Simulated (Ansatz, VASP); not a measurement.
Two plane-wave programs on Mo

```
CELL_PARAMETERS angstrom
-1.58164 1.58164 1.58164
1.58164 -1.58164 1.58164
1.58164 1.58164 -1.58164
ATOMIC_POSITIONS crystal
Mo 0.00000 0.00000 0.00000
```

Alike in both runs: functional PBE; k mesh 8 × 8 × 8; occupations gaussian, width 0.1 eV; no spin polarisation.

Ansatz relaxed the structure, and its values are those at the end. VASP's run is a single point on that final structure, the one shown.

```csv
,VASP,Ansatz
version,VASP 6.6.1,Ansatz 0.2.0
potentials or method,"VASP PAW PBE potentials, release 64 (Mo_sv), cutoff 500 eV","scalar-relativistic, plane waves, PAW"
valence electrons in the cell,14,14
```

Ansatz gave:

- gap on the k mesh at the Fermi level (eV): none
- pressure (GPa): 0.0

Problem. Which values does VASP return?

Solution. gap on the k mesh at the Fermi level (eV): none; pressure (GPa): 0.5.

A gap of «none» marks a metal or a gap that the smearing closes. With one functional, cell and mesh, what is left measures potentials, basis and numerics.
